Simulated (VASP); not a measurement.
# Zn2AsP3 (P-6m2) in VASP: settings compared, part 2 of 2

VASP 6.6.1.

### Step 4. Relaxation of cell and atoms, PBEsol

This run uses another cell than the first one, of 22.75 Å³/atom.

File INCAR:

```
  PREC = Accurate
  ENCUT = 600
  EDIFF = 1E-7
  ISMEAR = -1
  SIGMA = 0.03
  LREAL = False
  LASPH = True
  NELM = 100
  ALGO = Normal
  ISIF = 3
  LWAVE = False
  LCHARG = False
  GGA = PS
  IBRION = 2
  NSW = 100
  EDIFFG = -0.01
```

File KPOINTS:

```
Automatic mesh
0
Gamma
  6 6 4
```

File POSCAR:

```
Zn2AsP3
1.0
    4.3853436300      0.0000000000      0.0000000000
   -2.1926718200      3.7978189900      0.0000000000
    0.0000000000      0.0000000000      8.1957810900
Zn As P
2 1 3
Direct
    0.6666666700      0.3333333300      0.2480740000
    0.6666666700      0.3333333300      0.7519260000
    0.0000000000      0.0000000000      0.0000000000
    0.0000000000      0.0000000000      0.5000000000
    0.3333333300      0.6666666700      0.0000000000
    0.3333333300      0.6666666700      0.5000000000
```

Command:

```console
$ cat potpaw_PBE.64/Zn/POTCAR potpaw_PBE.64/As/POTCAR potpaw_PBE.64/P/POTCAR > POTCAR
$ mpirun -np 1 vasp_std > vasp.out
```

Wall time 7.8 min (1 thread of Intel Xeon 6975P-C (Granite Rapids), shared host); peak memory 0.37 GiB.

The run converged. Its results:

| Item | Value |
| --- | --- |
| Free energy | -22.8937 eV |
| Relaxed volume | 16.08 Å³/atom |
| Relaxed cell | a = 4.162 Å, b = 4.162 Å, c = 6.431 Å, α = 90.00°, β = 90.00°, γ = 120.00° |
| Space group after relaxing (to 0.1 Å) | P-6m2 (No. 187) |
| Energy gained by relaxing | 254.8 meV/atom |
| Ionic steps | 16 |
| Pressure after relaxing | 0.0 GPa |
| Band gap on the k mesh | zero (bands 22 and 23 overlap by 1.32 eV) |

Forces on the atoms (eV/Å):
```
Zn   0.000  0.000 -0.002
Zn   0.000  0.000  0.002
As   0.000  0.000  0.000
P    0.000  0.000  0.000
P    0.000  0.000  0.000
P    0.000  0.000  0.000
```

The path:
| step | energy change (eV) | largest force (eV/Å) | pressure (GPa) | volume (Å³) |
| --- | --- | --- | --- | --- |
| 1 | 0.0000 | 0.1059 | -10.10 | 136.50 |
| 2 | -0.9950 | 0.2194 | 0.09 | 110.05 |
| 3 | -0.9997 | 0.2110 | -0.81 | 111.34 |
| 4 | -1.2324 | 0.2262 | -0.07 | 106.32 |
| 5 | -1.4534 | 0.2083 | 1.85 | 98.33 |
| 6 | -0.9629 | 0.0819 | 17.06 | 81.96 |
| 7 | -1.4666 | 0.2162 | 4.07 | 92.79 |
| 8 | -1.4740 | 0.0943 | -2.60 | 98.33 |
| 9 | -1.5120 | 0.1525 | 0.72 | 95.19 |
| 10 | -1.5124 | 0.1573 | 0.93 | 95.01 |
| 11 | -1.5247 | 0.1232 | -0.17 | 96.58 |
| 12 | -1.5248 | 0.1197 | -0.28 | 96.76 |
| 13 | -1.5267 | 0.0868 | 0.10 | 96.43 |
| 14 | -1.5269 | 0.0735 | 0.26 | 96.29 |
| 15 | -1.5282 | 0.0431 | 0.13 | 96.37 |
| 16 | -1.5289 | 0.0021 | -0.03 | 96.50 |

Final structure:
```xyz
6
Lattice="4.1624 0.0000 0.0000 -2.0812 3.6047 0.0000 0.0000 0.0000 6.4313" Properties=species:S:1:pos:R:3 pbc="T T T"
Zn    2.0812    1.2016    1.6814
Zn    2.0812    1.2016    4.7499
As    0.0000    0.0000    0.0000
P     0.0000    0.0000    3.2156
P     0.0000    2.4032    0.0000
P     0.0000    2.4032    3.2156
```

Levels at points of the mesh, in eV from the Fermi level:
```tsv
k point	band 19	band 20	band 21	band 22	band 23	band 24	band 25	band 26
(0.00, 0.00, 0.00)	-3.91	-1.63	-1.63	-1.46	-0.62	0.04	0.94	0.94
(0.50, 0.00, 0.00)	-4.19	-2.92	0.31	0.53	1.60	1.69	2.83	3.56
(0.00, 0.00, 0.50)	-4.10	-4.10	-0.86	-0.86	-0.45	-0.45	1.01	1.28
(0.50, 0.00, 0.50)	-3.24	-3.07	-1.79	-1.79	2.78	2.78	3.68	3.95
```

Caveat: the volume moved by over 15 % at a fixed basis, so the end points are rough; the PAW data sets were made with another functional, which shifts forces and pressure a little.

### Step 5. Relaxation of cell and atoms, r2SCAN+rVV10

File POSCAR:

```
Zn2AsP3
1.0
    4.1567808625      0.0000000027      0.0000000000
   -2.0783904336      3.5998778235      0.0000000000
    0.0000000000      0.0000000000      6.4245039742
Zn As P
2 1 3
Direct
    0.6666666667      0.3333333333      0.2612757892
    0.6666666667      0.3333333333      0.7387242108
    0.0000000000      0.0000000000      0.0000000000
    0.0000000000      0.0000000000      0.5000000000
    0.3333333333      0.6666666667      0.0000000000
    0.3333333333      0.6666666667      0.5000000000
```

File INCAR.step1:

```
ALGO = Normal
EDIFF = 1E-4
ENCUT = 600
GGA = PE
ISMEAR = -1
LASPH = T
LCHARG = F
LREAL = F
LWAVE = T
NELM = 100
PREC = Accurate
SIGMA = 0.03
```

File INCAR.step2:

```
ALGO = Normal
BPARAM = 11.95
CPARAM = 0.0093
EDIFF = 1E-7
EDIFFG = -0.01
ENCUT = 600
IBRION = 2
ISIF = 3
ISMEAR = -1
ISTART = 1
IVDW_NL = 2
LASPH = T
LCHARG = F
LMIXTAU = T
LREAL = F
LUSE_VDW = T
LWAVE = F
METAGGA = R2SCAN
NELM = 100
NSW = 100
PREC = Accurate
SIGMA = 0.03
```

File KPOINTS:

```
k-points
0
Gamma
  6 6 4
```

Command:

```console
$ cat potpaw_PBE.64/Zn/POTCAR potpaw_PBE.64/As/POTCAR potpaw_PBE.64/P/POTCAR > POTCAR
$ cp INCAR.step1 INCAR
$ mpirun -np 1 vasp_std > vasp.out
$ cp INCAR.step2 INCAR
$ mpirun -np 1 vasp_std > vasp.out
```

Wall time 50 min (1 thread of Intel Xeon 6975P-C (Granite Rapids), shared host); peak memory 0.56 GiB.

It converged, with:

```yaml
Free_energy: -54.9661 eV
Relaxed_volume: 16.88 Å³/atom
Relaxed_cell: a = 4.142 Å, b = 4.142 Å, c = 6.814 Å, α = 90.00°, β = 90.00°, γ = 120.00°
Space_group_after_relaxing_to_0.1_Å: P-6m2 (No. 187)
Energy_gained_by_relaxing: 10.5 meV/atom
Ionic_steps: 18
Pressure_after_relaxing: 0.0 GPa
Largest_force_after_relaxing: 0.008 eV/Å
Band_gap_on_the_k_mesh: zero (bands 22 and 23 overlap by 1.37 eV)
```

Forces in eV/Å, atoms in the order of the input:
```
Zn   0.000  0.000  0.008
Zn   0.000  0.000 -0.008
As   0.000  0.000  0.000
P    0.000  0.000  0.000
P    0.000  0.000  0.000
P    0.000  0.000  0.000
```

Stress tensor (GPa, compression positive):
```
 0.05  0.00  0.00
 0.00  0.05  0.00
 0.00  0.00 -0.09
```

Step by step:
| step | energy change (eV) | largest force (eV/Å) | pressure (GPa) | volume (Å³) |
| --- | --- | --- | --- | --- |
| 1 | 0.0000 | 0.0128 | 1.67 | 96.14 |
| 2 | -0.0111 | 0.0062 | -0.28 | 98.48 |
| 3 | -0.0112 | 0.0078 | -0.15 | 98.30 |
| 4 | -0.0154 | 0.0075 | 0.02 | 98.43 |
| 5 | -0.0371 | 0.0350 | 0.82 | 98.78 |
| 6 | -0.0429 | 0.0054 | 2.17 | 99.41 |
| 7 | -0.0543 | 0.0295 | 1.52 | 99.15 |
| 8 | -0.0550 | 0.0269 | 1.49 | 99.30 |
| 9 | -0.0557 | 0.0198 | 1.41 | 99.62 |
| 10 | -0.0572 | 0.0199 | 1.26 | 99.78 |
| 11 | -0.0605 | 0.0200 | 0.82 | 100.25 |
| 12 | -0.0628 | 0.0203 | -0.04 | 101.18 |
| 13 | -0.0628 | 0.0203 | 0.01 | 101.13 |
| 14 | -0.0628 | 0.0203 | 0.04 | 101.10 |
| 15 | -0.0628 | 0.0198 | 0.04 | 101.10 |
| 16 | -0.0629 | 0.0183 | 0.03 | 101.12 |
| 17 | -0.0629 | 0.0151 | 0.02 | 101.17 |
| 18 | -0.0629 | 0.0084 | 0.00 | 101.25 |

Final structure:
```xyz
6
Lattice="4.1424 0.0000 0.0000 -2.0712 3.5874 0.0000 0.0000 0.0000 6.8136" Properties=species:S:1:pos:R:3 pbc="T T T"
Zn    2.0712    1.1958    1.7804
Zn    2.0712    1.1958    5.0332
As   -2.0712    3.5874    0.0000
P     0.0000    0.0000    3.4068
P     0.0000    2.3916    0.0000
P     0.0000    2.3916    3.4068
```

Levels at points of the mesh, in eV from the Fermi level:
| k point | band 20 | band 21 | band 22 | band 23 | band 24 | band 25 |
| --- | --- | --- | --- | --- | --- | --- |
| (0.00, 0.00, 0.00) | -2.47 | -1.27 | -1.27 | -0.52 | 0.57 | 0.88 |
| (0.50, 0.00, 0.00) | -2.91 | -0.40 | 0.69 | 0.88 | 2.17 | 2.87 |
| (0.00, 0.00, 0.50) | -4.36 | -0.64 | -0.64 | -0.20 | -0.20 | 1.51 |
| (0.50, 0.00, 0.50) | -3.32 | -1.97 | -1.97 | 2.67 | 2.69 | 3.88 |

Caveat: the PAW data sets were made with another functional, which shifts forces and pressure a little.

### Step 6. Summary

| task | level | cell | cutoff (eV) | gap on the mesh (eV) | pressure (GPa) | relaxed volume (Å³/atom) | largest force (eV/Å) |
| --- | --- | --- | --- | --- | --- | --- | --- |
| single point | PBEsol | a = 4.157, b = 4.157, c = 6.425 Å, angles 90.0, 90.0, 120.0°, 6 atoms, atomic positions A | 520 | none | 0.3 | - | - |
| single point | r2SCAN+rVV10 | a = 4.142, b = 4.142, c = 6.790 Å, angles 90.0, 90.0, 120.0°, 6 atoms, atomic positions B | 520 | none | 0.2 | - | 0.01 |
| relaxation of cell and atoms | PBEsol | relaxed from a = 4.385, b = 4.385, c = 8.196 Å, angles 90.0, 90.0, 120.0°, 6 atoms, atomic positions C | 600 | none | 0.0 | 16.08 | - |
| relaxation of cell and atoms | r2SCAN+rVV10 | relaxed from a = 4.157, b = 4.157, c = 6.425 Å, angles 90.0, 90.0, 120.0°, 6 atoms, atomic positions A | 600 | none | 0.0 | 16.88 | 0.01 |

Alike in all rows: potentials or basis VASP PAW PBE potentials, release 64 (Zn, As, P); no spin polarisation; k mesh 6 × 6 × 4; smearing fermi-dirac 0.03 eV.

Caveats: the PAW data sets were made with another functional, which shifts forces and pressure a little; the volume moved by over 15 % at a fixed basis, so the end points are rough (at least some runs).

Total energies depend on the potentials used, so only differences within one code and one set of settings carry meaning.
